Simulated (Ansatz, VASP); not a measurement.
**Two plane-wave programs on Co**

Contents of INCAR:

```
PREC = Accurate
ENCUT = 520
EDIFF = 1E-6
ISMEAR = -1
SIGMA = 0.1
LREAL = False
LASPH = True
NELM = 200
ALGO = Normal
ISIF = 2
LWAVE = False
LCHARG = False
ISPIN = 2
MAGMOM = 1 -1
LORBIT = 11
LMAXMIX = 4
GGA = PE
NBANDS = 20
GGA_COMPAT = False
```

Contents of KPOINTS:

```
Automatic mesh
0
Gamma
  1 1 1
```

The input POSCAR:

```
Co
1.0
    8.0838080838      0.0000000000      0.0000000000
    0.0000000000      8.3832083832      0.0000000000
    0.0000000000      0.0000000000      9.5808095808
Co
2
Direct
    0.5031000000      0.5017000000      0.3758000000
    0.5031000000      0.5017000000      0.6288000000
```

Input for Ansatz:

```yaml
crystal:
  lattice:
    - [8.0838080838, 0.0, 0.0]
    - [0.0, 8.3832083832, 0.0]
    - [0.0, 0.0, 9.5808095808]
  atoms:
    - { symbol: Co, position: [0.5031, 0.5017, 0.3758], spin: 1 }
    - { symbol: Co, position: [0.5031, 0.5017, 0.6288], spin: -1 }
hamiltonian:
  xc: pbe
  pseudopotentials: { kind: nc }
kpoints:
  mp_grid: { grid: [1, 1, 1], shift: [0, 0, 0] }
magnetization:
  spin_polarized: true
scf:
  occupations: { method: fermi_dirac }
```

Alike in both runs: task single point; functional PBE; k mesh 1 × 1 × 1; collinear spin.

|  | VASP | Ansatz |
| --- | --- | --- |
| version | VASP 6.6.1 | Ansatz development build ahead of 0.2.0 |
| potentials or method | VASP PAW PBE potentials, release 64 (Co) | norm-conserving potentials, plane waves, scalar-relativistic |
| plane-wave cutoff (eV) | 520 | 1306 |
| occupations | fermi-dirac, width 0.1 eV | fermi-dirac |

|  | VASP | Ansatz | Ansatz less VASP |
| --- | --- | --- | --- |
| net moment per atom (μB) | 0.00 | 0.00 | 0.000 |
| size of the moment on the site where the two differ most (μB) | 1.94 | 1.89 | -0.053 |

Site moments also hang on the region over which each program counts them. Ansatz's warnings: reached outside group, stability check not made.
